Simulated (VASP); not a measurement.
# Ni in VASP: a series of runs

The runs below take Ni through electric field gradients, with LDA.

Program: VASP 6.6.1. These are calculated values, not measurements. Logs are shortened: lines on timing, memory, paths and dates and some standing lists are left out, and cuts for length are marked.

## 1. The cell of the first run

Symmetry: I4/mmm, No. 139, tetragonal system. Conventional cell: a = 2.475 Å, b = 2.475 Å, c = 3.536 Å, α = 90.00°, β = 90.00°, γ = 90.00°. Ni (site symmetry 4/mmm) has 12 Ni at 2.48 to 2.49 Å within 3.3 Å.

## 2. Electric field gradients, LDA, collinear spin, ferromagnetic start (equal xx and yy strain of -1 %)

Input file INCAR:

```
SYSTEM = Ni
  PREC = Accurate
  ENCUT = 520
  EDIFF = 1E-8
  ISMEAR = -1
  SIGMA = 0.05
  LREAL = .False.
  LASPH = .True.
  NELM = 150
  ALGO = Normal
  ISIF = 2
  LWAVE = .False.
  LCHARG = .False.
  ISPIN = 2
  MAGMOM = 1.5
  LORBIT = 11
  LMAXMIX = 4
  GGA = CA
  LEFG = .True.
  NBANDS = 15
```

Input file KPOINTS:

```
regular mesh
0
Gamma
  20 20 20
  0 0 0
```

Input file POSCAR:

```
Ni
1.0
    0.0000000000      1.7502705000      1.7679500000
    1.7502705000      0.0000000000      1.7679500000
    1.7502705000      1.7502705000      0.0000000000
Ni
1
Direct
    0.0000000000      0.0000000000      0.0000000000
```

Potentials or basis: VASP PAW LDA potentials, release 64 (Ni).

Started as:

```
cat potpaw_LDA.64/Ni/POTCAR > POTCAR
mpirun -np 1 vasp_std > vasp.out
```

OUTCAR:

```text
SYSTEM = Ni
   PREC = Accurate
   ENCUT = 520
   EDIFF = 1E-8
   ISMEAR = -1
   LREAL = .False.
   LASPH = .True.
   NELM = 150
   ISIF = 2
   ISPIN = 2
   LORBIT = 11
   GGA = CA

 ion  position               nearest neighbor table
   1  0.000  0.000  0.000-

  LATTYP: Found a body centered tetragonal cell.
 ALAT       =     2.4752562789
 C/A-ratio  =     1.4284985479

  Lattice vectors:

 A1 = (  -1.7502705000,   0.0000000000,   1.7679500000)
 A2 = (   1.7502705000,   0.0000000000,   1.7679500000)
 A3 = (   0.0000000000,   1.7502705000,  -1.7679500000)

Analysis of symmetry for initial positions (statically):
=====================================================================
 Subroutine PRICEL returns:
 Original cell was already a primitive cell.

 Routine SETGRP: Setting up the symmetry group for a
 body centered tetragonal supercell.

 Subroutine GETGRP returns: Found 16 space group operations
 (whereof 16 operations were pure point group operations)
 out of a pool of 16 trial point group operations.

The static configuration has the point symmetry D_4h.

Analysis of symmetry for dynamics (positions and initial velocities):
=====================================================================
 Subroutine PRICEL returns:
 Original cell was already a primitive cell.

 Routine SETGRP: Setting up the symmetry group for a
 body centered tetragonal supercell.

 Subroutine GETGRP returns: Found 16 space group operations
 (whereof 16 operations were pure point group operations)
 out of a pool of 16 trial point group operations.

The dynamic configuration has the point symmetry D_4h.

Analysis of structural, dynamic, and magnetic symmetry:
=====================================================================
 Subroutine PRICEL returns:
 Original cell was already a primitive cell.

 Routine SETGRP: Setting up the symmetry group for a
 body centered tetragonal supercell.

 Subroutine GETGRP returns: Found 16 space group operations
 (whereof 16 operations were pure point group operations)
 out of a pool of 16 trial point group operations.

The overall configuration has the point symmetry D_4h.

 Subroutine INISYM returns: Found 16 space group operations
 (whereof 16 operations are pure point group operations),
 and found     1 'primitive' translations

----------------------------------------------------------------------------------------

                                     Primitive cell

  volume of cell :      10.8320

  direct lattice vectors                    reciprocal lattice vectors
     0.000000000  1.750270500  1.767950000    -0.285670129  0.285670129  0.282813428
     1.750270500  0.000000000  1.767950000     0.285670129 -0.285670129  0.282813428
     1.750270500  1.750270500  0.000000000     0.285670129  0.285670129 -0.282813428

  length of vectors
     2.487788983  2.487788983  2.475256279     0.493151377  0.493151377  0.493151377

  position of ions in fractional coordinates (direct lattice)
     0.000000000  0.000000000  0.000000000

  ion indices of the primitive-cell ions
   primitive index   ion index
                 1           1

----------------------------------------------------------------------------------------

 KPOINTS: regular mesh

Automatic generation of k-mesh.
 Grid dimensions read from file:
 generate k-points for:   20   20   20

 Generating k-lattice:

  Cartesian coordinates                     Fractional coordinates (reciprocal lattice)
    -0.014283506  0.014283506  0.014140671     0.050000000  0.000000000  0.000000000
     0.014283506 -0.014283506  0.014140671     0.000000000  0.050000000  0.000000000
     0.014283506  0.014283506 -0.014140671     0.000000000  0.000000000  0.050000000

  Length of vectors
     0.024657569  0.024657569  0.024657569

  Shift w.r.t. Gamma in fractional coordinates (k-lattice)
     0.000000000  0.000000000  0.000000000

[... 64 lines left out ...]
   EFERMI =   0.00;   METHOD = LEGACY
   ISMEAR =    -1;   SIGMA  =   0.05  broadening in eV -4-tet -1-fermi 0-gaus
   EFERMI_NEDOS =   21; number of points for ismear=-14 and -15
   IALGO  =     38    algorithm
   IMIX   =      4    mixing-type and parameters
     AMIX     =   0.40;   BMIX     =  1.00
     AMIX_MAG =   1.60;   BMIX_MAG =  1.00
  volume/ion in A,a.u.               =      10.83        73.10
  Fermi-wavevector in a.u.,A,eV,Ry     =   1.594060  3.012337 34.572785  2.541028
  Thomas-Fermi vector in A             =   2.692193
   LORBIT       =     11    0 simple, 1 ext, 2 COOP (PROOUT), +10 PAW based schemes
   GGA     = CA    functional components
   LHFCALC =     F    Hartree Fock is set to
   AEXX    =    0.0000 exact exchange contribution
   IVDW    =     0    specifies the selected vdW correction
   LEPSILON=     F    determine dielectric tensor
   LRPA    =     F    only Hartree local field effects (RPA)
 spin polarized calculation
  energy-cutoff  :      520.00
  volume of cell :       10.83
 maximum number of plane-waves:       303
   NGX =  9   NGY =  9   NGZ =  9

 number of electron      10.0000006 magnetization       0.6081743

 Free energy of the ion-electron system (eV)
  ---------------------------------------------------
  ext. energy  EPLUGINS =         0.00000000
  ---------------------------------------------------
  free energy    TOTEN  =        -6.54251689 eV

  energy without entropy =       -6.52736500  energy(sigma->0) =       -6.53494094

 E-fermi :   9.0829     XC(G=0): -13.6386

 val. band max:        9.0820399084   @ k =   0.4500   0.1500   0.0500
 cond. band min:       9.0834850124   @ k =   0.3500   0.0500   0.1500
 fundamental gap:      0.0014451041
 Fermi energy:         9.0829457621

 spin component 1

 k-point     1 :       0.0000    0.0000    0.0000
  band No.  band energies     occupation
      1       0.0744      1.00000
      2       6.6835      1.00000
      3       6.7465      1.00000
      4       6.7465      1.00000
      5       7.8490      1.00000
      6       7.9167      1.00000
      7      32.9132      0.00000
      8      36.6281      0.00000
      9      36.7288      0.00000
     10      36.7288      0.00000
     11      39.6539      0.00000
     12      39.6539      0.00000
     13      39.7097      0.00000
     14      42.8477      0.00000
[... 403 lines left out ...]
      4       6.9673      1.00000
      5       8.2409      1.00000
      6       8.6037      0.99993
      7      18.2848      0.00000
      8      30.6881      0.00000
      9      33.2736      0.00000
     10      35.1348      0.00000
     11      37.2121      0.00000
     12      38.8000      0.00000
     13      42.9735      0.00000
     14      49.6950      0.00000
     15      51.2860      0.00000

 [... further k-points ...]

 spin component 2

 k-point     1 :       0.0000    0.0000    0.0000
  band No.  band energies     occupation
      1       0.1161      1.00000
      2       7.3036      1.00000
      3       7.3662      1.00000
      4       7.3662      1.00000
      5       8.4223      1.00000
      6       8.4900      0.99999
      7      32.8940      0.00000
      8      36.6747      0.00000
      9      36.7813      0.00000
     10      36.7813      0.00000
     11      39.8161      0.00000
     12      39.8161      0.00000
     13      39.8777      0.00000
     14      42.8225      0.00000
[... 403 lines left out ...]
      4       7.4491      1.00000
      5       8.8786      0.98349
      6       9.2173      0.06377
      7      18.5376      0.00000
      8      30.7541      0.00000
      9      33.3291      0.00000
     10      35.2646      0.00000
     11      37.3286      0.00000
     12      38.9006      0.00000
     13      43.1012      0.00000
     14      49.8135      0.00000
     15      51.5484      0.00000

 [... further k-points ...]

------------------------ aborting loop because EDIFF is reached ----------------------------------------

  FORCE on cell =-STRESS in cart. coord.  units (eV):
  Direction    XX          YY          ZZ          XY          YZ          ZX
  --------------------------------------------------------------------------------------
  -------------------------------------------------------------------------------------
  Total       -1.0577835     -1.0577835     -1.1370908      0.0000000      0.0000000      0.0000000
  in kB     -156.4577339   -156.4577339   -168.1881568      0.0000000      0.0000000      0.0000000
  external PRESSURE =    -160.3678749 kB  Pullay stress =       0.0000000 kB

 VOLUME and BASIS-vectors are now :
 -----------------------------------------------------------------------------
  energy-cutoff  :      520.00
  volume of cell :       10.83
      direct lattice vectors                 reciprocal lattice vectors
     0.000000000  1.750270500  1.767950000    -0.285670129  0.285670129  0.282813428
     1.750270500  0.000000000  1.767950000     0.285670129 -0.285670129  0.282813428
     1.750270500  1.750270500  0.000000000     0.285670129  0.285670129 -0.282813428

 POSITION                                       TOTAL-FORCE (eV/Angst)
 -----------------------------------------------------------------------------------
      0.00000      0.00000      0.00000         0.000000     -0.000000     -0.000000
 -----------------------------------------------------------------------------------
    total drift:                                0.000000     -0.000000      0.000000

  FREE ENERGIE OF THE ION-ELECTRON SYSTEM (eV)
  ---------------------------------------------------
  free  energy   TOTEN  =        -6.5425168868 eV

  energy  without entropy=       -6.5273649955  energy(sigma->0) =       -6.53494094

 Electric field gradients (V/A^2)
---------------------------------------------------------------------
 ion       V_xx      V_yy      V_zz      V_xy      V_xz      V_yz
---------------------------------------------------------------------
   1      -0.353    -0.353     0.706    -0.003     0.001     0.001
---------------------------------------------------------------------

 Electric field gradients after diagonalization (V/A^2)
 (convention: |V_zz| > |V_xx| > |V_yy|)
----------------------------------------------------------------------
 ion       V_xx      V_yy      V_zz     asymmetry (V_yy - V_xx)/ V_zz
----------------------------------------------------------------------
   1      -0.356    -0.350     0.706       0.008
----------------------------------------------------------------------

           NMR quadrupolar parameters

 Cq : quadrupolar parameter    Cq=e*Q*V_zz/h
 eta: asymmetry parameters     (V_yy - V_xx)/ V_zz
 Q  : nuclear electric quadrupole moment in mb (millibarn)
----------------------------------------------------------------------
 ion       Cq(MHz)       eta       Q (mb)
----------------------------------------------------------------------
   1       0.002       0.008       1.000
----------------------------------------------------------------------

 total charge

# of ion       s       p       d       tot
------------------------------------------
    1        0.501   0.500   8.327   9.328

 magnetization (x)

# of ion       s       p       d       tot
------------------------------------------
    1       -0.005  -0.018   0.636   0.613
```

Run time: 96 s. Hardware: 1 thread of Intel Xeon 6975P-C (Granite Rapids), shared host; peak memory 0.25 GiB.

Results:

```
Free energy                                           : -6.5425 eV
Pressure                                              : -16.0 GPa
Net moment                                            : 0.61 μB per cell
Site moments                                          : Ni +0.61 μB
Valence electrons inside the program's atomic spheres : Ni 9.33
```

Electric field gradients, principal values (V/Å²):
```
atom   least  middle  greatest (by size)
1 Ni  -0.350  -0.356               0.706
```

Caveat: the cell differs from its parent crystal (equal xx and yy strain of -1 %); without QUAD_EFG the Cq values of the log hold for a quadrupole moment of 1 mb, not for the nuclei.

## 3. Electric field gradients, LDA, collinear spin, ferromagnetic start (volume scaled by 0.94)

INCAR, as its differences from that of step 2:

```diff
@@ -17,3 +17,2 @@
   LMAXMIX = 4
-  GGA = CA
   LEFG = .True.
```

KPOINTS is that of step 2.

Input file POSCAR:

```
Ni
1.0
    0.0000000000      1.7318592609      1.7318592609
    1.7318592609      0.0000000000      1.7318592609
    1.7318592609      1.7318592609      0.0000000000
Ni
1
Direct
    0.0000000000      0.0000000000      0.0000000000
```

Potentials or basis: VASP PAW LDA potentials, release 64 (Ni).

Started as:

```
cat potpaw_LDA.64/Ni/POTCAR > POTCAR
mpirun -np 1 vasp_std > vasp.out
```

OUTCAR:

```text
SYSTEM = Ni
   PREC = Accurate
   ENCUT = 520
   EDIFF = 1E-8
   ISMEAR = -1
   LREAL = .False.
   LASPH = .True.
   NELM = 150
   ISIF = 2
   ISPIN = 2
   LORBIT = 11

 ion  position               nearest neighbor table
   1  0.000  0.000  0.000-

  LATTYP: Found a face centered cubic cell.
 ALAT       =     3.4637185218

  Lattice vectors:

 A1 = (   0.0000000000,   1.7318592609,   1.7318592609)
 A2 = (   1.7318592609,   0.0000000000,   1.7318592609)
 A3 = (   1.7318592609,   1.7318592609,   0.0000000000)

Analysis of symmetry for initial positions (statically):
[... 25 lines left out ...]
The dynamic configuration has the point symmetry O_h .

Analysis of structural, dynamic, and magnetic symmetry:
=====================================================================
 Subroutine PRICEL returns:
[... 7 lines left out ...]
 out of a pool of 48 trial point group operations.

The overall configuration has the point symmetry O_h .

 Subroutine INISYM returns: Found 48 space group operations
[... 5 lines left out ...]
                                     Primitive cell

  volume of cell :      10.3889

  direct lattice vectors                    reciprocal lattice vectors
     0.000000000  1.731859261  1.731859261    -0.288707063  0.288707063  0.288707063
     1.731859261  0.000000000  1.731859261     0.288707063 -0.288707063  0.288707063
     1.731859261  1.731859261  0.000000000     0.288707063  0.288707063 -0.288707063

  length of vectors
     2.449218855  2.449218855  2.449218855     0.500055301  0.500055301  0.500055301

  position of ions in fractional coordinates (direct lattice)
     0.000000000  0.000000000  0.000000000

  ion indices of the primitive-cell ions
   primitive index   ion index
[... 991 lines left out ...]
      9      34.4509      0.00000
     10      36.5057      0.00000
     11      38.5100      0.00000
     12      40.3629      0.00000
     13      44.8273      0.00000
     14      51.5800      0.00000
     15      53.2730      0.00000

 [... further k-points ...]

------------------------ aborting loop because EDIFF is reached ----------------------------------------

  FORCE on cell =-STRESS in cart. coord.  units (eV):
  Direction    XX          YY          ZZ          XY          YZ          ZX
  --------------------------------------------------------------------------------------
  -------------------------------------------------------------------------------------
  Total       -0.5246127     -0.5246127     -0.5246127      0.0000000      0.0000000      0.0000000
  in kB      -80.9061624    -80.9061624    -80.9061624      0.0000000      0.0000000      0.0000000
  external PRESSURE =     -80.9061624 kB  Pullay stress =       0.0000000 kB

 VOLUME and BASIS-vectors are now :
 -----------------------------------------------------------------------------
  energy-cutoff  :      520.00
  volume of cell :       10.39
      direct lattice vectors                 reciprocal lattice vectors
     0.000000000  1.731859261  1.731859261    -0.288707063  0.288707063  0.288707063
     1.731859261  0.000000000  1.731859261     0.288707063 -0.288707063  0.288707063
     1.731859261  1.731859261  0.000000000     0.288707063  0.288707063 -0.288707063

 POSITION                                       TOTAL-FORCE (eV/Angst)
 -----------------------------------------------------------------------------------
      0.00000      0.00000      0.00000         0.000000      0.000000     -0.000000
 -----------------------------------------------------------------------------------
    total drift:                                0.000000      0.000000      0.000000

  FREE ENERGIE OF THE ION-ELECTRON SYSTEM (eV)
  ---------------------------------------------------
  free  energy   TOTEN  =        -6.5765919730 eV

  energy  without entropy=       -6.5620529862  energy(sigma->0) =       -6.56932248

 Electric field gradients (V/A^2)
---------------------------------------------------------------------
 ion       V_xx      V_yy      V_zz      V_xy      V_xz      V_yz
---------------------------------------------------------------------
   1      -0.000    -0.000    -0.000     0.000     0.000     0.000
---------------------------------------------------------------------

 Electric field gradients after diagonalization (V/A^2)
 (convention: |V_zz| > |V_xx| > |V_yy|)
----------------------------------------------------------------------
 ion       V_xx      V_yy      V_zz     asymmetry (V_yy - V_xx)/ V_zz
----------------------------------------------------------------------
   1      -0.000    -0.000     0.000       0.000
----------------------------------------------------------------------

           NMR quadrupolar parameters

 Cq : quadrupolar parameter    Cq=e*Q*V_zz/h
 eta: asymmetry parameters     (V_yy - V_xx)/ V_zz
 Q  : nuclear electric quadrupole moment in mb (millibarn)
----------------------------------------------------------------------
 ion       Cq(MHz)       eta       Q (mb)
----------------------------------------------------------------------
   1       0.000       0.000       1.000
----------------------------------------------------------------------

 total charge

# of ion       s       p       d       tot
------------------------------------------
    1        0.520   0.538   8.347   9.405

 magnetization (x)

# of ion       s       p       d       tot
------------------------------------------
    1       -0.005  -0.018   0.627   0.603
```

OSZICAR:

```text
N       E                     dE             d eps       ncg     rms          rms(c)
DAV:   1     0.323546782214E+02    0.32355E+02   -0.41696E+03 16270   0.877E+02
DAV:   2    -0.616778805530E+01   -0.38522E+02   -0.35685E+02 17425   0.165E+02
DAV:   3    -0.762932494227E+01   -0.14615E+01   -0.14513E+01 18706   0.314E+01
DAV:   4    -0.763795040996E+01   -0.86255E-02   -0.86241E-02 19043   0.230E+00
DAV:   5    -0.763804549585E+01   -0.95086E-04   -0.95084E-04 19088   0.216E-01    0.111E+01
DAV:   6    -0.693093864677E+01    0.70711E+00   -0.13535E+01 22218   0.424E+01    0.595E+00
DAV:   7    -0.659790407765E+01    0.33303E+00   -0.24163E+00 19995   0.158E+01    0.193E+00
DAV:   8    -0.658071264788E+01    0.17191E-01   -0.22540E-02 19205   0.958E-01    0.942E-01
DAV:   9    -0.657747112766E+01    0.32415E-02   -0.19149E-03 25543   0.245E-01    0.310E-01
DAV:  10    -0.657660685751E+01    0.86427E-03   -0.87870E-04 26303   0.159E-01    0.362E-02
DAV:  11    -0.657659249478E+01    0.14363E-04   -0.19247E-05 22062   0.279E-02    0.227E-02
DAV:  12    -0.657659221029E+01    0.28449E-06   -0.62337E-06 24219   0.134E-02    0.524E-03
DAV:  13    -0.657659206726E+01    0.14303E-06   -0.90499E-08 19931   0.371E-03    0.390E-03
DAV:  14    -0.657659197685E+01    0.90407E-07   -0.72937E-08 17673   0.159E-03    0.781E-04
DAV:  15    -0.657659197300E+01    0.38522E-08   -0.74641E-09 15520   0.672E-04
   1 F= -.65765920E+01 E0= -.65693225E+01  d E =-.145390E-01  mag=     0.6013
```

It took 37 s on 1 thread of Intel Xeon 6975P-C (Granite Rapids), shared host; peak memory 0.16 GiB.

Results:

- Free energy: -6.5766 eV
- Pressure: -8.1 GPa
- Net moment: 0.60 μB per cell
- Site moments: Ni +0.60 μB
- Valence electrons inside the program's atomic spheres: Ni 9.40

Caveat: without QUAD_EFG the Cq values of the log hold for a quadrupole moment of 1 mb, not for the nuclei.

(Continued in part 2 of 2.)
